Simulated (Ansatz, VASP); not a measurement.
**SnTe: VASP beside Ansatz**

```
Sn Te
1.0
    -0.06313    3.12493    3.12493
     3.12493   -0.06313    3.12493
     3.12493    3.12493   -0.06313
Sn Te
1 1
Direct
  0.00000 0.00000 0.00000
  0.50000 0.50000 0.50000
```

Change from the starting cell: equal xy, yz and zx shear strains of -2 %, crystal datasets.

Alike in both runs: task electric field gradients; functional LDA; k mesh 11 × 11 × 11; occupations fermi-dirac, width 0.08 eV; no spin polarisation.

```csv
,VASP,Ansatz
version,VASP 6.6.1,Ansatz 0.2.0
potentials or method,"VASP PAW LDA potentials, release 64 (Sn_d, Te), cutoff 520 eV","all-electron PAW with datasets made for the crystal, scalar-relativistic"
```

Ansatz gave:

| Property | Result |
| --- | --- |
| pressure (GPa) | -1.7 |
| traceless stress, the component that is largest in VASP (GPa) | 0.34 |
| size of Vzz on the site where it differs most (V/Å²) | 24.3 |

Question: Which values does VASP return?

Answer: Pressure (GPa): -1.7; traceless stress, the component that is largest in VASP (GPa): 0.33; size of Vzz on the site where it differs most (V/Å²): 23.6.

LDA's correlation is that of Perdew and Zunger in VASP and of Perdew and Wang (1992) in Ansatz. Ansatz ran all-electron here, and VASP with PAW potentials.

Neither program's run includes spin-orbit coupling.
